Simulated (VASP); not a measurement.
Set up this calculation in VASP 6.6.1, as the native input.

```yaml
Task: single point
Functional: PBE
Potentials_or_basis: VASP PAW PBE potentials, release 64 (Cs_sv)
Cutoff: 520 eV
k_mesh: 12 × 12 × 12
Occupations: gaussian, width 0.15 eV
Spin: no spin polarisation
Dipole_correction: no
Further_INCAR_settings: ALGO = Fast; EDIFF = 1e-07; NBANDS = 10
```

The structure of Cs lies in POSCAR:

```
Cs
1.0
   -3.0225000000      3.0225000000      2.9469375000
    3.0225000000     -3.0225000000      2.9469375000
    3.0225000000      3.0225000000     -2.9469375000
Cs
1
Direct
    0.0000000000      0.0000000000      0.0000000000
```

This cell differs from its parent crystal: strain +0.000 along x and y, -0.025 along z.

One way to write it, as run:

INCAR

```
PREC = Accurate
ENCUT = 520
EDIFF = 1E-7
ISMEAR = 0
SIGMA = 0.15
LREAL = False
LASPH = True
NELM = 100
ALGO = Fast
ISIF = 2
LWAVE = False
LCHARG = False
GGA = PE
NBANDS = 10
```

KPOINTS

```
Automatic mesh
0
Gamma
  12 12 12
```

Potentials or basis: VASP PAW PBE potentials, release 64 (Cs_sv).

Command:

```sh
$ cat potpaw_PBE.64/Cs_sv/POTCAR > POTCAR
$ mpirun -np 1 vasp_std > vasp.out
```

It gave:

```json
{
  "Pressure": "0.2 GPa"
}
```

Caveat: the cell differs from its parent crystal (strain +0.000 along x and y, -0.025 along z).

Wall time 93 s on 1 thread of AMD EPYC 9R45 96-Core Processor (Zen 5) (shared host), peak memory 0.31 GiB.
